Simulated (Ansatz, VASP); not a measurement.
**Two plane-wave programs on Mg7CuO8**

File INCAR:

```
PREC = Accurate
ENCUT = 520
EDIFF = 1E-6
ISMEAR = -1
SIGMA = 0.01
LREAL = Auto
LASPH = T
NELM = 150
ALGO = Normal
ISIF = 2
LWAVE = F
LCHARG = T
ISPIN = 2
MAGMOM = 0 0 0 0 0 0 0 0.66 0.07 0.07 0.07 0 0 0.07 0.07 0.07
LORBIT = 11
LMAXMIX = 4
GGA = PE
LELF = T
LVHAR = T
NBANDS = 54
```

Contents of KPOINTS:

```
regular mesh
0
Gamma
  2 2 2
```

File POSCAR:

```
Mg7CuO8
1.0
    0.0000000000      4.3554000000      4.3554000000
    4.3554000000      0.0000000000      4.3554000000
    4.3554000000      4.3554000000      0.0000000000
Mg Cu O
7 1 8
Direct
    0.0000000000      0.0000000000      0.0000000000
    0.0000000000      0.0000000000      0.5000000000
    0.0000000000      0.5000000000      0.0000000000
    0.0000000000      0.5000000000      0.5000000000
    0.5000000000      0.0000000000      0.5000000000
    0.5000000000      0.5000000000      0.0000000000
    0.5000000000      0.5000000000      0.5000000000
    0.5000000000      0.0000000000      0.0000000000
    0.2500000000      0.2500000000      0.2500000000
    0.2500000000      0.2500000000      0.7500000000
    0.2500000000      0.7500000000      0.2500000000
    0.2500000000      0.7500000000      0.7500000000
    0.7500000000      0.2500000000      0.2500000000
    0.7500000000      0.2500000000      0.7500000000
    0.7500000000      0.7500000000      0.2500000000
    0.7500000000      0.7500000000      0.7500000000
```

Input for Ansatz:

```yaml
crystal:
  lattice:
    - [0.0, 4.3554, 4.3554]
    - [4.3554, 0.0, 4.3554]
    - [4.3554, 4.3554, 0.0]
  atoms:
    - { symbol: Mg, position: [0.0, 0.0, 0.0] }
    - { symbol: Mg, position: [0.0, 0.0, 0.5] }
    - { symbol: Mg, position: [0.0, 0.5, 0.0] }
    - { symbol: Mg, position: [0.0, 0.5, 0.5] }
    - { symbol: Cu, position: [0.5, 0.0, 0.0] }
    - { symbol: Mg, position: [0.5, 0.0, 0.5] }
    - { symbol: Mg, position: [0.5, 0.5, 0.0] }
    - { symbol: Mg, position: [0.5, 0.5, 0.5] }
    - { symbol: O, position: [0.25, 0.25, 0.25] }
    - { symbol: O, position: [0.25, 0.25, 0.75] }
    - { symbol: O, position: [0.25, 0.75, 0.25] }
    - { symbol: O, position: [0.25, 0.75, 0.75] }
    - { symbol: O, position: [0.75, 0.25, 0.25] }
    - { symbol: O, position: [0.75, 0.25, 0.75] }
    - { symbol: O, position: [0.75, 0.75, 0.25] }
    - { symbol: O, position: [0.75, 0.75, 0.75] }
hamiltonian:
  xc: pbe
  pseudopotentials: { kind: paw }
basis:
  ecutwfc: 420
kpoints:
  mp_grid: { grid: [2, 2, 2] }
scf:
  occupations: { method: fermi_dirac, width: 0.01 }
  lower_state_search: "off"
output:
  forces: true
  stress: true
  write_density: true
  write_potential: true
  elf: true
  volumetric_format: npy
magnetization:
  spin_polarized: true
```

Alike in both runs: task single point; functional PBE; k mesh 2 × 2 × 2; occupations fermi-dirac, width 0.01 eV; collinear spin.

```csv
,VASP,Ansatz
version,VASP 6.6.1,Ansatz 0.2.0
potentials or method,"VASP PAW PBE potentials, release 64 (Mg, Cu, O), cutoff 520 eV","PAW, plane waves, scalar-relativistic"
valence electrons in the cell,73,137
```

```csv
,VASP,Ansatz,Ansatz less VASP
pressure (GPa),-9.5,-8.9,+0.67
rms of the force components (eV/Å),0.146,0.138,-0.0087
net moment per atom (μB),0.06,0.06,0.000
size of the moment on the site where the two differ most (μB),0.59,0.60,+0.013
```

Site moments also hang on the region over which each program counts them. With one functional, cell and mesh, what is left measures potentials, basis and numerics. VASP's potentials hold 73 valence electrons a cell and Ansatz's 137, so a difference there can come from the potentials and not from the codes. Ansatz's warnings: no starting moments.

The k mesh is coarse, so the values compare programs but aren't converged.
